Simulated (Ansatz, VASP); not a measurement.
CdSe: VASP beside Ansatz

```
Cd Se
1.0
     0.00000    3.07027    3.07027
     3.07027    0.00000    3.07027
     3.07027    3.07027    0.00000
Cd Se
1 1
Direct
  0.00000 0.00000 0.00000
  0.75000 0.75000 0.75000
```

Alike in both runs: task single point; functional PBEsol; k mesh 5 × 5 × 5; no spin polarisation.

|  | VASP | Ansatz |
| --- | --- | --- |
| version | VASP 6.6.1 | Ansatz 0.2.0 |
| potentials or method | VASP PAW PBE potentials, release 64 (Cd, Se), cutoff 500 eV | plane waves, PAW |
| occupations | gaussian, width 0.01 eV | fixed |
| valence electrons in the cell | 18 | 36 |

VASP gave:

```
gap on the k mesh at the Fermi level (eV) : 0.42
pressure (GPa)                            : -1.1
```

**Question.** Estimate Ansatz's values.

**Answer.** gap on the k mesh at the Fermi level (eV): 0.42; pressure (GPa): -1.4.

VASP's potentials were made for PBE, not for PBEsol. VASP's potentials hold 18 valence electrons a cell and Ansatz's 36, so a difference there can come from the potentials and not from the codes.
